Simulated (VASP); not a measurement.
Input of a VASP 6.6.1 run:

INCAR

```
PREC = Accurate
ENCUT = 520
EDIFF = 1E-7
ISMEAR = 0
SIGMA = 0.05
LREAL = False
LASPH = True
NELM = 60
ALGO = Normal
ISIF = 2
LWAVE = False
LCHARG = True
GGA = CA
LELF = True
LVHAR = True
NBANDS = 16
```

KPOINTS

```
Automatic mesh
0
Gamma
  12 12 4
```

File POSCAR:

```
BN
1.0
    2.3970292072      0.0000000000      0.0000000000
   -1.1985146036      2.1549757989      0.0000000000
    0.0000000000      0.0000000000      7.2097513575
B N
2 2
Direct
    0.3281677826      0.6563355653      0.2500000000
    0.6718322174      0.3436644347      0.7500000000
    0.3416277403      0.6832554806      0.7500000000
    0.6583722597      0.3167445194      0.2500000000
```

Potentials or basis: VASP PAW LDA potentials, release 64 (B, N).

The run is started by

```bash
$ cat potpaw_LDA.64/B/POTCAR potpaw_LDA.64/N/POTCAR > POTCAR
$ mpirun -np 1 vasp_std > vasp.out
```

(1) What does it give for the band gap on the k mesh?

(2) What does it give for the largest force?

(3) Estimate the pressure.

Answers

(1) 4.16 eV (least direct gap 4.71 eV).

(2) 0.006 eV/Å.

(3) 13.9 GPa.

Caveat: the cell differs from its parent crystal (normal strain along x -0.0367, normal strain along z +0.1100); the cell stands under pressure.
